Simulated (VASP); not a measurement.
# Ir (Fm-3m) in VASP: single point with PBEsol

Aim: the single point of Ir with PBEsol.

Everything below comes from runs of VASP 6.6.1. Logs are shortened: lines on timing, memory, paths and dates and some standing lists are left out, and cuts for length are marked.

**1. The cell of the first run**

Symmetry: Fm-3m, No. 225, cubic system. The conventional cell has a = 3.830 Å, b = 3.830 Å, c = 3.830 Å, α = 90.00°, β = 90.00°, γ = 90.00°. Within 3.6 Å of Ir (site symmetry m-3m) lie 12 Ir at 2.71 Å.

**2. Single point, PBEsol**

File INCAR:

```
PREC = Accurate
ENCUT = 500
EDIFF = 1E-6
ISMEAR = 0
SIGMA = 0.1
LREAL = False
LASPH = True
NELM = 120
ALGO = Normal
ISIF = 2
LWAVE = False
LCHARG = False
GGA = PS
NBANDS = 10
GGA_COMPAT = False
```

File KPOINTS:

```
regular mesh
0
Gamma
  18 18 18
```

File POSCAR:

```
Ir
1.0
    0.0000000000      1.9150345295      1.9150345295
    1.9150345295      0.0000000000      1.9150345295
    1.9150345295      1.9150345295      0.0000000000
Ir
1
Direct
    0.0000000000      0.0000000000      0.0000000000
```

Potentials or basis: VASP PAW PBE potentials, release 64 (Ir).

Run with:

```sh
> cat potpaw_PBE.64/Ir/POTCAR > POTCAR
> mpirun -np 1 vasp_std > vasp.out
```

OUTCAR:

```text
PREC = Accurate
   ENCUT = 500
   EDIFF = 1E-6
   ISMEAR = 0
   LREAL = False
   LASPH = True
   NELM = 120
   ISIF = 2
   GGA = PS

 ion  position               nearest neighbor table
   1  0.000  0.000  0.000-

  LATTYP: Found a face centered cubic cell.
 ALAT       =     3.8300690590

  Lattice vectors:

 A1 = (   0.0000000000,   1.9150345295,   1.9150345295)
 A2 = (   1.9150345295,   0.0000000000,   1.9150345295)
 A3 = (   1.9150345295,   1.9150345295,   0.0000000000)

Analysis of symmetry for initial positions (statically):
=====================================================================
 Subroutine PRICEL returns:
 Original cell was already a primitive cell.

 Routine SETGRP: Setting up the symmetry group for a
 face centered cubic supercell.

 Subroutine GETGRP returns: Found 48 space group operations
 (whereof 48 operations were pure point group operations)
 out of a pool of 48 trial point group operations.

The static configuration has the point symmetry O_h .

Analysis of symmetry for dynamics (positions and initial velocities):
=====================================================================
 Subroutine PRICEL returns:
 Original cell was already a primitive cell.

 Routine SETGRP: Setting up the symmetry group for a
 face centered cubic supercell.

 Subroutine GETGRP returns: Found 48 space group operations
 (whereof 48 operations were pure point group operations)
 out of a pool of 48 trial point group operations.

The dynamic configuration has the point symmetry O_h .

 Subroutine INISYM returns: Found 48 space group operations
 (whereof 48 operations are pure point group operations),
 and found     1 'primitive' translations

----------------------------------------------------------------------------------------

                                     Primitive cell

  volume of cell :      14.0462

  direct lattice vectors                    reciprocal lattice vectors
     0.000000000  1.915034529  1.915034529    -0.261091898  0.261091898  0.261091898
     1.915034529  0.000000000  1.915034529     0.261091898 -0.261091898  0.261091898
     1.915034529  1.915034529  0.000000000     0.261091898  0.261091898 -0.261091898

  length of vectors
     2.708267804  2.708267804  2.708267804     0.452224433  0.452224433  0.452224433

  position of ions in fractional coordinates (direct lattice)
     0.000000000  0.000000000  0.000000000

  ion indices of the primitive-cell ions
   primitive index   ion index
                 1           1

----------------------------------------------------------------------------------------

 KPOINTS: regular mesh

Automatic generation of k-mesh.
 Grid dimensions read from file:
 generate k-points for:   18   18   18

 Generating k-lattice:

  Cartesian coordinates                     Fractional coordinates (reciprocal lattice)
    -0.014505105  0.014505105  0.014505105     0.055555556  0.000000000  0.000000000
     0.014505105 -0.014505105  0.014505105     0.000000000  0.055555556  0.000000000
     0.014505105  0.014505105 -0.014505105     0.000000000  0.000000000  0.055555556

  Length of vectors
     0.025123580  0.025123580  0.025123580

  Shift w.r.t. Gamma in fractional coordinates (k-lattice)
     0.000000000  0.000000000  0.000000000

 Subroutine IBZKPT returns following result:
 ===========================================

 Found    195 irreducible k-points:

 Following reciprocal coordinates:
            Coordinates               Weight
  0.000000  0.000000  0.000000      1.000000
  0.055556  0.000000  0.000000      8.000000
  0.111111  0.000000  0.000000      8.000000
  0.166667  0.000000  0.000000      8.000000
  0.222222  0.000000  0.000000      8.000000
  0.277778  0.000000  0.000000      8.000000
[... 16 lines left out ...]
 -0.277778  0.055556  0.000000     24.000000
 -0.222222  0.055556  0.000000     24.000000
 [... further k-points ...]
   k-points           NKPTS =    195   k-points in BZ     NKDIM =    195   number of bands    NBANDS=     10
   number of dos      NEDOS =    301   number of ions     NIONS =      1
   total plane-waves  NPLWV =   8000
   dimension x,y,z NGX =    20 NGY =   20 NGZ =   20
   dimension x,y,z NGXF=    40 NGYF=   40 NGZF=   40
   ions per type =               1
   NGX,Y,Z   is equivalent  to a cutoff of  12.28, 12.28, 12.28 a.u.
   NGXF,Y,Z  is equivalent  to a cutoff of  24.55, 24.55, 24.55 a.u.
 SYSTEM =  unknown system
   PREC   = accura    normal or accurate (medium, high low for compatibility)
   ISTART =      0    job   : 0-new  1-cont  2-samecut
   ICHARG =      2    charge: 1-file 2-atom 10-const
   ISPIN  =      1    spin polarized calculation?
   LNONCOLLINEAR =      F non collinear calculations
   LSORBIT =      F    spin-orbit coupling
   LASPH  =      T    aspherical Exc in radial PAW
   ENCUT  =  500.0 eV  36.75 Ry    6.06 a.u.   4.94  4.94  4.94*2*pi/ulx,y,z
   NELM   =    120;   NELMIN=  2; NELMDL= -5     # of ELM steps
   EDIFF  = 0.1E-05   stopping-criterion for ELM
   LREAL  =      F    real-space projection
   EDIFFG = 0.1E-04   stopping-criterion for IOM
   NSW    =      0    number of steps for IOM
   IBRION =     -1    ionic relax: 0-MD 1-quasi-New 2-CG
   NFREE  =      0    steps in history (QN), initial steepest desc. (CG)
   ISIF   =      2    stress and relaxation
   ISYM   =      2    0-nonsym 1-usesym 2-fastsym
   POTIM  = 0.5000    time-step for ionic-motion
   TEBEG  =    0.0;   TEEND  =   0.0 temperature during run
   PSTRESS=    0.0 pullay stress
   NELECT =       9.0000    total number of electrons
   NUPDOWN=      -1.0000    fix difference up-down
   EMIN   =  10.00;   EMAX   =-10.00  energy-range for DOS
   EFERMI =   0.00;   METHOD = LEGACY
   ISMEAR =     0;   SIGMA  =   0.10  broadening in eV -4-tet -1-fermi 0-gaus
   EFERMI_NEDOS =   21; number of points for ismear=-14 and -15
   IALGO  =     38    algorithm
   IMIX   =      4    mixing-type and parameters
     AMIX     =   0.40;   BMIX     =  1.00
     AMIX_MAG =   1.60;   BMIX_MAG =  1.00
  volume/ion in A,a.u.               =      14.05        94.79
  Fermi-wavevector in a.u.,A,eV,Ry     =   1.411353  2.667071 27.101690  1.991918
  Thomas-Fermi vector in A             =   2.533213
   LORBIT       =      0    0 simple, 1 ext, 2 COOP (PROOUT), +10 PAW based schemes
   GGA     = PS    functional components
   LHFCALC =     F    Hartree Fock is set to
   AEXX    =    0.0000 exact exchange contribution
   IVDW    =     0    specifies the selected vdW correction
   LEPSILON=     F    determine dielectric tensor
   LRPA    =     F    only Hartree local field effects (RPA)
 non-spin polarized calculation
 Gauss-broadening in eV      SIGMA  =   0.10
  energy-cutoff  :      500.00
  volume of cell :       14.05
 maximum number of plane-waves:       368
   NGX =  9   NGY =  9   NGZ =  9

 number of electron       9.0000000 magnetization

 Free energy of the ion-electron system (eV)
  ---------------------------------------------------
  ext. energy  EPLUGINS =         0.00000000
  ---------------------------------------------------
  free energy    TOTEN  =        -9.82322308 eV

  energy without entropy =       -9.81819947  energy(sigma->0) =       -9.82071127

 E-fermi :  10.4087     XC(G=0): -14.1437

 val. band max:       10.4015686604   @ k =   0.5000   0.2222   0.1111
 cond. band min:      10.4183572665   @ k =   0.3333   0.1111   0.0556
 fundamental gap:      0.0167886062
 Fermi energy:        10.4087081227

 k-point     1 :       0.0000    0.0000    0.0000
  band No.  band energies     occupation
      1      -0.8975      2.00000
      2       6.4249      2.00000
      3       6.4249      2.00000
      4       6.4249      2.00000
      5       9.1718      2.00000
      6       9.1719      2.00000
      7      24.6753      0.00000
      8      30.2920      0.00000
      9      30.2920      0.00000
     10      30.2920      0.00000

 k-point     2 :       0.0556    0.0000    0.0000
  band No.  band energies     occupation
      1      -0.7588      2.00000
      2       6.3496      2.00000
      3       6.4858      2.00000
      4       6.4858      2.00000
      5       9.1318      2.00000
      6       9.1318      2.00000
      7      24.9172      0.00000
      8      29.5386      0.00000
      9      30.5213      0.00000
     10      30.5213      0.00000

 k-point     3 :       0.1111    0.0000    0.0000
  band No.  band energies     occupation
      1      -0.3568      2.00000
      2       6.1563      2.00000
      3       6.6453      2.00000
      4       6.6453      2.00000
      5       9.0443      2.00000
      6       9.0443      2.00000
      7      25.5815      0.00000
      8      28.0732      0.00000
      9      31.1879      0.00000
     10      31.1879      0.00000

 k-point     4 :       0.1667    0.0000    0.0000
  band No.  band energies     occupation
      1       0.2591      2.00000
      2       5.9371      2.00000
      3       6.8249      2.00000
      4       6.8249      2.00000
      5       9.0094      2.00000
      6       9.0094      2.00000
      7      26.2659      0.00000
      8      26.7238      0.00000
      9      32.2286      0.00000
     10      32.2286      0.00000
[... 222 lines left out ...]
 k-point    22 :      -0.3333    0.0556    0.0000
  band No.  band energies     occupation
      1       2.2011      2.00000
      2       6.5235      2.00000
      3       6.6667      2.00000
      4       6.9290      2.00000
      5       9.9938      2.00000
      6      10.9091      0.00000
      7      21.1200      0.00000
      8      25.7082      0.00000
      9      31.1560      0.00000
     10      33.2377      0.00000

 k-point    23 :      -0.2778    0.0556    0.0000
  band No.  band energies     occupation
      1       1.9131      2.00000
      2       6.0897      2.00000
      3       6.7407      2.00000
      4       6.8508      2.00000
      5       9.3607      2.00000
      6      10.2913      1.90321
      7      22.9157      0.00000
      8      26.7287      0.00000
      9      32.2145      0.00000
     10      34.2141      0.00000

 k-point    24 :      -0.2222    0.0556    0.0000
  band No.  band energies     occupation
      1       1.3357      2.00000
      2       5.7448      2.00000
      3       6.8899      2.00000
      4       6.9838      2.00000
      5       8.8706      2.00000
      6       9.7446      2.00000
      7      24.5326      0.00000
      8      27.3646      0.00000
      9      32.4852      0.00000
     10      33.7091      0.00000

 [... further k-points ...]

------------------------ aborting loop because EDIFF is reached ----------------------------------------

  FORCE on cell =-STRESS in cart. coord.  units (eV):
  Direction    XX          YY          ZZ          XY          YZ          ZX
  --------------------------------------------------------------------------------------
  -------------------------------------------------------------------------------------
  Total        0.0897007      0.0897007      0.0897007     -0.0000000     -0.0000000      0.0000000
  in kB       10.2316772     10.2316772     10.2316772     -0.0000000     -0.0000000      0.0000000
  external PRESSURE =      10.2316772 kB  Pullay stress =       0.0000000 kB

 VOLUME and BASIS-vectors are now :
 -----------------------------------------------------------------------------
  energy-cutoff  :      500.00
  volume of cell :       14.05
      direct lattice vectors                 reciprocal lattice vectors
     0.000000000  1.915034529  1.915034529    -0.261091898  0.261091898  0.261091898
     1.915034529  0.000000000  1.915034529     0.261091898 -0.261091898  0.261091898
     1.915034529  1.915034529  0.000000000     0.261091898  0.261091898 -0.261091898

 POSITION                                       TOTAL-FORCE (eV/Angst)
 -----------------------------------------------------------------------------------
      0.00000      0.00000      0.00000         0.000000      0.000000      0.000000
 -----------------------------------------------------------------------------------
    total drift:                                0.000000      0.000000      0.000000

  FREE ENERGIE OF THE ION-ELECTRON SYSTEM (eV)
  ---------------------------------------------------
  free  energy   TOTEN  =        -9.8232230806 eV

  energy  without entropy=       -9.8181994686  energy(sigma->0) =       -9.82071127
```

Run time: 9.8 s. Hardware: 1 thread of Intel Xeon 6975P-C (Granite Rapids), shared host; peak memory 0.14 GiB.

What came out:

- Free energy: -9.8232 eV
- Pressure: 1.0 GPa
- Band gap on the k mesh: zero (an odd number of electrons rules out a gap without spin polarisation)

Caveat: the PAW data sets were made with another functional, which shifts forces and pressure a little; spin-orbit coupling is left out, which moves the levels of the heavy elements.
